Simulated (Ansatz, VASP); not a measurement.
# One calculation of HfN, two programs

INCAR

```
  PREC = Accurate
  ENCUT = 600
  EDIFF = 1E-6
  ISMEAR = 0
  SIGMA = 0.1
  LREAL = F
  LASPH = T
  NELM = 80
  ALGO = Normal
  ISIF = 3
  LWAVE = F
  LCHARG = F
  GGA = PE
  IBRION = 2
  NSW = 100
  EDIFFG = -0.005
```

Contents of KPOINTS:

```
Automatic mesh
0
Gamma
  16 16 16
```

Contents of POSCAR:

```
HfN
1.0
    0.0000000000      2.2590026142      2.2590026142
    2.2590026142      0.0000000000      2.2590026142
    2.2590026142      2.2590026142      0.0000000000
Hf N
1 1
Direct
    0.5000000000      0.5000000000      0.5000000000
    0.0000000000      0.0000000000      0.0000000000
```

Input for Ansatz:

```yaml
crystal:
  lattice:
    - [0.0, 2.2590026142, 2.2590026142]
    - [2.2590026142, 0.0, 2.2590026142]
    - [2.2590026142, 2.2590026142, 0.0]
  atoms:
    - { symbol: Hf, position: [0.5, 0.5, 0.5] }
    - { symbol: "N", position: [0.0, 0.0, 0.0] }
basis:
  ecutwfc: 420
kpoints:
  mp_grid: { grid: [16, 16, 16] }
hamiltonian:
  xc: pbe
scf:
  occupations: { method: gaussian, width: 0.1 }
output:
  forces: true
  stress: true
  eigenvalues: true
  write_density: true
  write_potential: true
  elf: true
  volumetric_format: npy
relax:
  adjacent_minimum: "off"
  f_tol: 0.005
  max_steps: 80
  cell: { stress_tol: 0.05 }
```

Alike in both runs: task relaxation of cell and atoms; functional PBE; k mesh 16 × 16 × 16; occupations gaussian, width 0.1 eV; no spin polarisation.

|  | VASP | Ansatz |
| --- | --- | --- |
| version | VASP 6.6.1 | Ansatz 0.2.0 |
| potentials or method | VASP PAW PBE potentials, release 64 (Hf_pv, N), cutoff 600 eV | scalar-relativistic, plane waves, PAW |
| valence electrons in the cell | 15 | 31 |

```csv
,VASP,Ansatz,Ansatz less VASP
"gap on the k mesh at the Fermi level, each at its own relaxed structure (eV)",none,none,-
relaxed volume (Å³/atom),11.65,11.76,+0.107
relaxed cell length with the largest relative difference (Å),3.206,3.216,+0.0098
```

A gap of «none» marks a metal or a gap that the smearing closes. VASP's potentials hold 15 valence electrons a cell and Ansatz's 31, so a difference there can come from the potentials and not from the codes.

Neither program's run includes spin-orbit coupling.
